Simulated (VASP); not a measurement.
Input of a VASP 6.6.1 run:

File INCAR:

```
PREC = Accurate
ENCUT = 520
EDIFF = 1E-6
ISMEAR = -1
SIGMA = 0.08
LREAL = False
LASPH = True
NELM = 80
ALGO = Normal
ISIF = 2
LWAVE = False
LCHARG = False
GGA = PE
NBANDS = 16
```

Contents of KPOINTS:

```
Automatic mesh
0
Gamma
  7 7 7
```

Contents of POSCAR:

```
Rb
1.0
    0.0000000000      3.8360015993      3.8360015993
    3.8360015993      0.0000000000      3.8360015993
    3.8360015993      3.8360015993      0.0000000000
Rb
2
Direct
   -0.1250000000     -0.1250000000     -0.1250000000
    0.1250000000      0.1250000000      0.1250000000
```

Potentials or basis: VASP PAW PBE potentials, release 64 (Rb_sv).

Run with:

```bash
$ cat potpaw_PBE.64/Rb_sv/POTCAR > POTCAR
$ mpirun -np 1 vasp_std > vasp.out
```

Task: Estimate the pressure.

Result: 3.7 GPa.

Caveat: the cell stands under pressure.
